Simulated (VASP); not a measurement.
AlRuC4N4: single point with PBE

AlRuC4N4:

```
CELL_PARAMETERS angstrom
5.80641 0.00000 0.00000
0.00000 5.80641 0.00000
0.00000 0.00000 5.80641
ATOMIC_POSITIONS crystal
Al 0.50000 0.50000 0.50000
Ru 0.00000 0.00000 0.00000
C 0.18853 0.18853 0.18853
C 0.18853 0.81147 0.81147
C 0.81147 0.18853 0.81147
C 0.81147 0.81147 0.18853
N 0.30486 0.30486 0.30486
N 0.30486 0.69514 0.69514
N 0.69514 0.30486 0.69514
N 0.69514 0.69514 0.30486
```

```yaml
Program: VASP 6.6.1
Task: single point
Functional: PBE
Potentials_or_basis: VASP PAW PBE potentials, release 64 (Al, Ru_pv, C, N)
Cutoff: 520 eV
k_mesh: 4 × 4 × 4
Occupations: gaussian, width 0.1 eV
Spin: collinear spin, ferromagnetic start
Starting_moments: "[0.0, 1.0, 0.0, 0.0, 0.0, 0.0, 0.0, 0.0, 0.0, 0.0] μB"
Dipole_correction: no
Further_INCAR_settings: ALGO = Normal; EDIFF = 1e-07; NBANDS = 42
```

The pressure is 1.3 GPa and the largest force is 3.953 eV/Å. The band gap on the k mesh is 0.19 eV (least direct gap 0.57 eV). The net moment is 2.99 μB per cell, the site moments are Al +0.01; Ru +1.17; C +0.04; N +0.13 μB and the valence electrons inside the program's atomic spheres are Al 0.62; Ru 13.03; C 2.59; N 3.94.

Forces in eV/Å, atoms in the order of the input:
```
Al   0.000  0.000  0.000
Ru   0.000  0.000  0.000
C   -0.386 -0.386 -0.386
C   -0.386  0.386  0.386
C    0.386 -0.386  0.386
C    0.386  0.386 -0.386
N    2.283  2.283  2.283
N    2.283 -2.283 -2.283
N   -2.283  2.283 -2.283
N   -2.283 -2.283  2.283
```

Levels at points of the mesh, in eV from the valence-band top:
Spin up:
```tsv
k point	band 26	band 27	band 28	band 29	band 30	band 31
(0.00, 0.00, 0.00)	-0.60	-0.60	-0.60	4.13	4.13	4.13
(0.50, 0.00, 0.00)	-0.36	-0.10	-0.10	3.11	3.11	3.70
(0.50, 0.50, 0.00)	-0.27	0.00	0.00	3.19	3.19	3.55
(0.50, 0.50, 0.50)	-0.31	-0.31	-0.31	4.25	4.25	4.25
```
Spin down:
```
           k point  band 22  band 23  band 24  band 25  band 26  band 27  band 28  band 29
(0.00, 0.00, 0.00)    -4.09    -4.09    -1.52    -1.52     0.19     0.19     0.19     4.60
(0.50, 0.00, 0.00)    -4.16    -4.16    -1.57    -1.25     0.47     0.76     0.76     3.41
(0.50, 0.50, 0.00)    -4.16    -4.16    -1.53    -1.27     0.59     0.87     0.87     3.44
(0.50, 0.50, 0.50)    -3.94    -3.94    -1.49    -1.49     0.52     0.52     0.52     4.68
```

Wall time 4.4 min on 1 thread of Intel(R) Xeon(R) Platinum 8259CL CPU @ 2.50GHz (Skylake/Cascade Lake), with other jobs on the host, peak memory 0.46 GiB.

Caveat: semilocal functionals underestimate gaps, and a narrow one can read as zero; forces of over 1 eV/Å act on the atoms, so gaps and moduli don't describe the material at rest. A k mesh can miss the band edges.
